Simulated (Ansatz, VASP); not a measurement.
## One calculation of Mn, two programs

```xyz
1
Lattice="2.2510 0.0000 0.0000 0.0000 2.2510 0.0000 0.0000 0.0000 2.2510" Properties=species:S:1:pos:R:3 pbc="T T T"
Mn    0.0000    0.0000    0.0000
```

Alike in both runs: functional PBEsol; k mesh 8 × 8 × 8; occupations gaussian, width 0.1 eV; collinear spin.

Ansatz relaxed the structure, and its values are those at the end. VASP's run is a single point on that final structure, the one shown.

```csv
,VASP,Ansatz
version,VASP 6.6.1,Ansatz 0.2.0
potentials or method,"VASP PAW PBE potentials, release 64 (Mn_pv), cutoff 500 eV","scalar-relativistic, plane waves, PAW"
valence electrons in the cell,13,15
```

```tsv
	VASP	Ansatz	Ansatz less VASP
gap on the k mesh at the Fermi level (eV)	none	none	-
pressure (GPa)	0.6	0.3	-0.26
net moment per atom (μB)	0.00	0.00	0.000
```

VASP's potentials were made for PBE, not for PBEsol. A gap of «none» marks a metal or a gap that the smearing closes. VASP's potentials hold 13 valence electrons a cell and Ansatz's 15, so a difference there can come from the potentials and not from the codes. Ansatz's warnings: seeded moment not kept.
